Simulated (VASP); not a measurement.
# CdTe (F-43m) in VASP: further runs, part 2 of 2

VASP 6.6.1. Earlier steps stand in the parts before.

## (4) Single point, PBE

This run uses another cell than the first one, of 31.28 Å³/atom.

INCAR

```
PREC = Accurate
ENCUT = 500
EDIFF = 1E-6
ISMEAR = 0
SIGMA = 0.01
LREAL = False
LASPH = True
NELM = 120
ALGO = Normal
ISIF = 2
LWAVE = False
LCHARG = False
GGA = PE
NBANDS = 16
GGA_COMPAT = False
```

KPOINTS

```
Automatic mesh
0
Gamma
  6 6 6
```

POSCAR

```
CdTe
1.0
    0.0000000000      3.1506674698      3.1506674698
    3.1506674698      0.0000000000      3.1506674698
    3.1506674698      3.1506674698      0.0000000000
Cd Te
1 1
Direct
    0.0000000000      0.0000000000      0.0000000000
    0.2500000000      0.2500000000      0.2500000000
```

Potentials or basis: VASP PAW PBE potentials, release 64 (Cd, Te).

The run is started by

```console
> cat potpaw_PBE.64/Cd/POTCAR potpaw_PBE.64/Te/POTCAR > POTCAR
> mpirun -np 1 vasp_std > vasp.out
```

OUTCAR:

```text
PREC = Accurate
   ENCUT = 500
   EDIFF = 1E-6
   ISMEAR = 0
   LREAL = False
   LASPH = True
   NELM = 120
   ISIF = 2
   GGA = PE

 ion  position               nearest neighbor table
   1  0.000  0.000  0.000-   2 2.73   2 2.73   2 2.73   2 2.73
   2  0.250  0.250  0.250-   1 2.73   1 2.73   1 2.73   1 2.73

  LATTYP: Found a face centered cubic cell.
 ALAT       =     6.3013349396

  Lattice vectors:

 A1 = (   0.0000000000,   3.1506674698,   3.1506674698)
 A2 = (   3.1506674698,   0.0000000000,   3.1506674698)
 A3 = (   3.1506674698,   3.1506674698,   0.0000000000)

Analysis of symmetry for initial positions (statically):
=====================================================================
 Subroutine PRICEL returns:
 Original cell was already a primitive cell.

 Routine SETGRP: Setting up the symmetry group for a
 face centered cubic supercell.

 Subroutine GETGRP returns: Found 24 space group operations
 (whereof 24 operations were pure point group operations)
 out of a pool of 48 trial point group operations.

The static configuration has the point symmetry T_d .

Analysis of symmetry for dynamics (positions and initial velocities):
=====================================================================
 Subroutine PRICEL returns:
 Original cell was already a primitive cell.

 Routine SETGRP: Setting up the symmetry group for a
 face centered cubic supercell.

 Subroutine GETGRP returns: Found 24 space group operations
 (whereof 24 operations were pure point group operations)
 out of a pool of 48 trial point group operations.

The dynamic configuration has the point symmetry T_d .

 Subroutine INISYM returns: Found 24 space group operations
 (whereof 24 operations are pure point group operations),
 and found     1 'primitive' translations

----------------------------------------------------------------------------------------

                                     Primitive cell

  volume of cell :      62.5515

  direct lattice vectors                    reciprocal lattice vectors
     0.000000000  3.150667470  3.150667470    -0.158696532  0.158696532  0.158696532
     3.150667470  0.000000000  3.150667470     0.158696532 -0.158696532  0.158696532
     3.150667470  3.150667470  0.000000000     0.158696532  0.158696532 -0.158696532

  length of vectors
     4.455716666  4.455716666  4.455716666     0.274870456  0.274870456  0.274870456

  position of ions in fractional coordinates (direct lattice)
     0.000000000  0.000000000  0.000000000
     0.250000000  0.250000000  0.250000000

  ion indices of the primitive-cell ions
   primitive index   ion index
                 1           1
                 2           2

----------------------------------------------------------------------------------------

 KPOINTS: Automatic mesh

Automatic generation of k-mesh.
 Grid dimensions read from file:
 generate k-points for:    6    6    6

 Generating k-lattice:

  Cartesian coordinates                     Fractional coordinates (reciprocal lattice)
    -0.026449422  0.026449422  0.026449422     0.166666667  0.000000000  0.000000000
     0.026449422 -0.026449422  0.026449422     0.000000000  0.166666667  0.000000000
     0.026449422  0.026449422 -0.026449422     0.000000000  0.000000000  0.166666667

  Length of vectors
     0.045811743  0.045811743  0.045811743

  Shift w.r.t. Gamma in fractional coordinates (k-lattice)
     0.000000000  0.000000000  0.000000000

 Subroutine IBZKPT returns following result:
 ===========================================

 Found     16 irreducible k-points:

 Following reciprocal coordinates:
            Coordinates               Weight
  0.000000  0.000000  0.000000      1.000000
  0.166667  0.000000  0.000000      8.000000
  0.333333  0.000000  0.000000      8.000000
  0.500000  0.000000  0.000000      4.000000
  0.166667  0.166667  0.000000      6.000000
  0.333333  0.166667  0.000000     24.000000
[... 8 lines left out ...]
 -0.333333  0.333333  0.166667     24.000000
 -0.333333  0.500000  0.166667     12.000000
   k-points           NKPTS =     16   k-points in BZ     NKDIM =     16   number of bands    NBANDS=     16
   number of dos      NEDOS =    301   number of ions     NIONS =      2
   total plane-waves  NPLWV =  32768
   dimension x,y,z NGX =    32 NGY =   32 NGZ =   32
   dimension x,y,z NGXF=    64 NGYF=   64 NGZF=   64
   ions per type =               1   1
   NGX,Y,Z   is equivalent  to a cutoff of  11.94, 11.94, 11.94 a.u.
   NGXF,Y,Z  is equivalent  to a cutoff of  23.88, 23.88, 23.88 a.u.
 SYSTEM =  unknown system
   PREC   = accura    normal or accurate (medium, high low for compatibility)
   ISTART =      0    job   : 0-new  1-cont  2-samecut
   ICHARG =      2    charge: 1-file 2-atom 10-const
   ISPIN  =      1    spin polarized calculation?
   LNONCOLLINEAR =      F non collinear calculations
   LSORBIT =      F    spin-orbit coupling
   LASPH  =      T    aspherical Exc in radial PAW
   ENCUT  =  500.0 eV  36.75 Ry    6.06 a.u.   8.12  8.12  8.12*2*pi/ulx,y,z
   NELM   =    120;   NELMIN=  2; NELMDL= -5     # of ELM steps
   EDIFF  = 0.1E-05   stopping-criterion for ELM
   LREAL  =      F    real-space projection
   EDIFFG = 0.1E-04   stopping-criterion for IOM
   NSW    =      0    number of steps for IOM
   IBRION =     -1    ionic relax: 0-MD 1-quasi-New 2-CG
   NFREE  =      0    steps in history (QN), initial steepest desc. (CG)
   ISIF   =      2    stress and relaxation
   ISYM   =      2    0-nonsym 1-usesym 2-fastsym
   POTIM  = 0.5000    time-step for ionic-motion
   TEBEG  =    0.0;   TEEND  =   0.0 temperature during run
   PSTRESS=    0.0 pullay stress
   NELECT =      18.0000    total number of electrons
   NUPDOWN=      -1.0000    fix difference up-down
   EMIN   =  10.00;   EMAX   =-10.00  energy-range for DOS
   EFERMI =   0.00;   METHOD = LEGACY
   ISMEAR =     0;   SIGMA  =   0.01  broadening in eV -4-tet -1-fermi 0-gaus
   EFERMI_NEDOS =   21; number of points for ismear=-14 and -15
   IALGO  =     38    algorithm
   IMIX   =      4    mixing-type and parameters
     AMIX     =   0.40;   BMIX     =  1.00
     AMIX_MAG =   1.60;   BMIX_MAG =  1.00
  volume/ion in A,a.u.               =      31.28       211.06
  Fermi-wavevector in a.u.,A,eV,Ry     =   1.080819  2.042452 15.893923  1.168170
  Thomas-Fermi vector in A             =   2.216820
   LORBIT       =      0    0 simple, 1 ext, 2 COOP (PROOUT), +10 PAW based schemes
   GGA     = PE    functional components
   LHFCALC =     F    Hartree Fock is set to
   AEXX    =    0.0000 exact exchange contribution
   IVDW    =     0    specifies the selected vdW correction
   LEPSILON=     F    determine dielectric tensor
   LRPA    =     F    only Hartree local field effects (RPA)
 non-spin polarized calculation
 Gauss-broadening in eV      SIGMA  =   0.01
  energy-cutoff  :      500.00
  volume of cell :       62.55
 maximum number of plane-waves:      1600
   NGX = 17   NGY = 17   NGZ = 17

 number of electron      17.9999990 magnetization

 Free energy of the ion-electron system (eV)
  ---------------------------------------------------
  ext. energy  EPLUGINS =         0.00000000
  ---------------------------------------------------
  free energy    TOTEN  =        -4.59939757 eV

  energy without entropy =       -4.59939757  energy(sigma->0) =       -4.59939757

 E-fermi :   3.2249     XC(G=0):  -8.9636

 val. band max:        3.1625110222   @ k =   0.0000   0.0000   0.0000
 cond. band min:       4.1950532767   @ k =   0.0000   0.0000   0.0000
 fundamental gap:      1.0325422545
 Fermi energy:         3.2248506397

 k-point     1 :       0.0000    0.0000    0.0000
  band No.  band energies     occupation
      1      -8.5335      2.00000
      2      -5.4599      2.00000
      3      -5.4599      2.00000
      4      -5.4599      2.00000
      5      -5.1316      2.00000
      6      -5.1316      2.00000
[... 8 lines left out ...]
     15      12.6624      0.00000
     16      12.6624      0.00000
[... 267 lines left out ...]
 k-point    16 :      -0.3333    0.5000    0.1667
  band No.  band energies     occupation
      1      -7.9100      2.00000
      2      -5.3004      2.00000
      3      -5.2897      2.00000
      4      -5.1942      2.00000
      5      -5.1173      2.00000
      6      -4.4493      2.00000
[... 8 lines left out ...]
     15      14.5694      0.00000
     16      14.8524      0.00000

------------------------ aborting loop because EDIFF is reached ----------------------------------------

  FORCE on cell =-STRESS in cart. coord.  units (eV):
  Direction    XX          YY          ZZ          XY          YZ          ZX
  --------------------------------------------------------------------------------------
  -------------------------------------------------------------------------------------
  Total        2.9532698      2.9532698      2.9532698     -0.0000000      0.0000000     -0.0000000
  in kB       75.6442654     75.6442654     75.6442654     -0.0000000      0.0000000     -0.0000000
  external PRESSURE =      75.6442654 kB  Pullay stress =       0.0000000 kB

 VOLUME and BASIS-vectors are now :
 -----------------------------------------------------------------------------
  energy-cutoff  :      500.00
  volume of cell :       62.55
      direct lattice vectors                 reciprocal lattice vectors
     0.000000000  3.150667470  3.150667470    -0.158696532  0.158696532  0.158696532
     3.150667470  0.000000000  3.150667470     0.158696532 -0.158696532  0.158696532
     3.150667470  3.150667470  0.000000000     0.158696532  0.158696532 -0.158696532

 POSITION                                       TOTAL-FORCE (eV/Angst)
 -----------------------------------------------------------------------------------
      0.00000      0.00000      0.00000         0.000000      0.000000      0.000000
      1.57533      1.57533      1.57533        -0.000000     -0.000000     -0.000000
 -----------------------------------------------------------------------------------
    total drift:                                0.000000      0.000000     -0.000000

  FREE ENERGIE OF THE ION-ELECTRON SYSTEM (eV)
  ---------------------------------------------------
  free  energy   TOTEN  =        -4.5993975672 eV

  energy  without entropy=       -4.5993975672  energy(sigma->0) =       -4.59939757
```

It took 22 s on 1 thread of Intel Xeon 8259CL, shared host; peak memory 0.18 GiB.

What came out:

```
Free energy            : -4.5994 eV
Pressure               : 7.6 GPa
Band gap on the k mesh : 1.03 eV
```

Levels at points of the mesh, in eV from the valence-band top:
| k point | band 6 | band 7 | band 8 | band 9 | band 10 | band 11 | band 12 | band 13 |
| --- | --- | --- | --- | --- | --- | --- | --- | --- |
| (0.00, 0.00, 0.00) | -8.29 | 0.00 | 0.00 | 0.00 | 1.03 | 4.53 | 4.53 | 4.53 |
| (0.50, 0.00, 0.00) | -7.87 | -4.94 | -0.91 | -0.91 | 1.90 | 5.14 | 5.14 | 7.10 |
| (0.50, 0.50, 0.00) | -7.70 | -4.74 | -2.17 | -2.17 | 2.40 | 2.63 | 9.32 | 9.56 |

Caveat: the cell stands under pressure; spin-orbit coupling is left out, which moves the levels of the heavy elements.

## (5) Single point, PBE

This run uses another cell than the first one, of 32.10 Å³/atom.

INCAR

```
SYSTEM = CdTe
ALGO = Normal
EDIFF = 1E-6
ENCUT = 500
GGA = PE
GGA_COMPAT = .FALSE.
ISIF = 2
ISMEAR = 0
LASPH = .TRUE.
LCHARG = .TRUE.
LELF = .TRUE.
LREAL = .FALSE.
LVHAR = .TRUE.
LWAVE = .FALSE.
NBANDS = 16
NELM = 120
PREC = Accurate
SIGMA = 0.01
```

KPOINTS

```
k-points
0
G
  6 6 6
  0 0 0
```

POSCAR

```
CdTe
1.0
    0.0000000000      3.1780659535      3.1780659535
    3.1780659535      0.0000000000      3.1780659535
    3.1780659535      3.1780659535      0.0000000000
Cd Te
1 1
Direct
    0.0000000000      0.0000000000      0.0000000000
    0.2500000000      0.2500000000      0.2500000000
```

The run is started by

```console
> cat potpaw_PBE.64/Cd/POTCAR potpaw_PBE.64/Te/POTCAR > POTCAR
> mpirun -np 1 vasp_std > vasp.out
```

Wall time 34 s (1 thread of Intel Xeon 8259CL, shared host); peak memory 0.21 GiB.

The run converged. Its results:

```
Free energy            : -4.6683 eV
Pressure               : 5.9 GPa
Band gap on the k mesh : 0.95 eV
```

Levels at points of the mesh, in eV from the valence-band top:
```tsv
k point	band 7	band 8	band 9	band 10	band 11	band 12
(0.00, 0.00, 0.00)	0.00	0.00	0.00	0.95	4.55	4.55
(0.50, 0.00, 0.00)	-4.77	-0.87	-0.87	1.87	5.16	5.16
(0.50, 0.50, 0.00)	-4.60	-2.07	-2.07	2.47	2.64	9.17
```

Caveat: the cell stands under pressure; spin-orbit coupling is left out, which moves the levels of the heavy elements. A hybrid or GW would open this gap; PBE tends to underestimate it.

## (6) Overview

```tsv
cell	gap on the mesh (eV)	pressure (GPa)
a = 4.376 Å, angles 60.0°, 2 atoms	1.20	11.7
a = 4.416 Å, angles 60.0°, 2 atoms	1.12	9.5
a = 4.456 Å, angles 60.0°, 2 atoms	1.03	7.6
a = 4.494 Å, angles 60.0°, 2 atoms	0.95	5.9
```

Alike in all rows: task single point; level PBE; potentials or basis VASP PAW PBE potentials, release 64 (Cd, Te); no spin polarisation; k mesh 6 × 6 × 6; cutoff (eV) 500; smearing gaussian 0.01 eV.

Caveats: the cell stands under pressure; spin-orbit coupling is left out, which moves the levels of the heavy elements.

Absolute energies hang on the potentials; compare differences alone.
